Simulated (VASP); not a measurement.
A run of VASP 6.6.1:

The input INCAR:

```
SYSTEM = Ga
PREC     = Accurate       ! precision mode
ENCUT    = 520            ! plane-wave cutoff, eV
EDIFF    = 1E-6           ! SCF threshold, eV
ISMEAR   = -1             ! smearing method
SIGMA    = 0.05           ! smearing width, eV
LREAL    = .FALSE.        ! projectors in reciprocal space
LASPH    = .TRUE.         ! aspherical terms in the spheres
NELM     = 60             ! most SCF steps
ALGO     = Normal         ! electronic algorithm
ISIF     = 2              ! what is computed and relaxed
LWAVE    = .FALSE.        ! write WAVECAR
LCHARG   = .FALSE.        ! write CHGCAR
GGA      = PS             ! functional
NBANDS   = 34             ! bands
```

KPOINTS

```
regular mesh
0
G
  9 9 8
  0 0 0
```

POSCAR

```
Ga
1.0
    2.2628429122     -3.8350990966      0.0000000000
    2.2628429122      3.8350990966      0.0000000000
    0.0000000000      0.0000000000      4.5317057581
Ga
4
Direct
    0.1525000000      0.8475000000      0.0785000000
    0.6525000000      0.3475000000      0.4215000000
    0.8475000000      0.1525000000      0.9215000000
    0.3475000000      0.6525000000      0.5785000000
```

Potentials or basis: VASP PAW PBE potentials, release 64 (Ga_d).

Run with:

```bash
$ cat potpaw_PBE.64/Ga_d/POTCAR > POTCAR
$ mpirun -np 1 vasp_std > vasp.out
```

Hardware: 1 thread of Intel(R) Xeon(R) 6975P-C (Granite Rapids), with other jobs on the host.

Problem. Estimate the wall time of this run.

Solution. It took 100 s on 1 thread of Intel(R) Xeon(R) 6975P-C (Granite Rapids) (shared host), peak memory 0.36 GiB. Counts: scf iterations 13, k points 125.
